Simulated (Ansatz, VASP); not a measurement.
## Two plane-wave programs on Co

Contents of INCAR:

```
PREC = Accurate ; ENCUT = 520
EDIFF = 1E-6 ; ISMEAR = -1
SIGMA = 0.1 ; LREAL = F
LASPH = T ; NELM = 60
ALGO = Normal ; ISIF = 2
LWAVE = F ; LCHARG = F
NBANDS = 20
```

Contents of KPOINTS:

```
regular mesh
0
Gamma
  11 11 15
```

File POSCAR:

```
Co
1.0
    3.8165600701      0.0000000000      0.0000000000
   -1.9082800351      3.3052379758      0.0000000000
    0.0000000000      0.0000000000      2.3364785408
Co
3
Direct
    0.0000000000      0.0000000000      0.0000000000
    0.3333333333      0.6666666667      0.5000000000
    0.6666666667      0.3333333333      0.5000000000
```

Input for Ansatz:

```yaml
crystal:
  lattice:
    - [3.8165600701, 0.0, 0.0]
    - [-1.9082800351, 3.3052379758, 0.0]
    - [0.0, 0.0, 2.3364785408]
  atoms:
    - { symbol: Co, position: [0.0, 0.0, 0.0] }
    - { symbol: Co, position: [0.3333333333, 0.6666666667, 0.5] }
    - { symbol: Co, position: [0.6666666667, 0.3333333333, 0.5] }
hamiltonian:
  xc: lda
  pseudopotentials:
    kind: paw
    azcp:
      Co: "pseudopotentials/Co.paw.azcp"
basis:
  ecutwfc: 420
  fft_grid_basis: typed
kpoints:
  mp_grid: { grid: [11, 11, 15], shift: [0, 0, 0] }
magnetization:
  spin_polarized: false
scf:
  occupations: { method: fermi_dirac, width: 0.1 }
  lower_state_search: "off"
output:
  stress: true
```

Alike in both runs: task single point; functional LDA; k mesh 11 × 11 × 15; occupations fermi-dirac, width 0.1 eV; no spin polarisation.

```csv
,VASP,Ansatz
version,VASP 6.6.1,Ansatz 0.2.0
potentials or method,"VASP PAW LDA potentials, release 64 (Co), cutoff 520 eV","plane waves (420 eV) with PAW, scalar-relativistic"
valence electrons in the cell,27,51
```

VASP gave:

```
pressure (GPa)                                                : -0.7
traceless stress, the component that is largest in VASP (GPa) : 0.34
```

Task: Which values does Ansatz return?

Result: Pressure (GPa): 0.0; traceless stress, the component that is largest in VASP (GPa): 0.33.

Ansatz warns that its potentials were made for another functional, while VASP's fit it. LDA's correlation is that of Perdew and Zunger in VASP and of Perdew and Wang (1992) in Ansatz. VASP's potentials hold 27 valence electrons a cell and Ansatz's 51, so a difference there can come from the potentials and not from the codes.
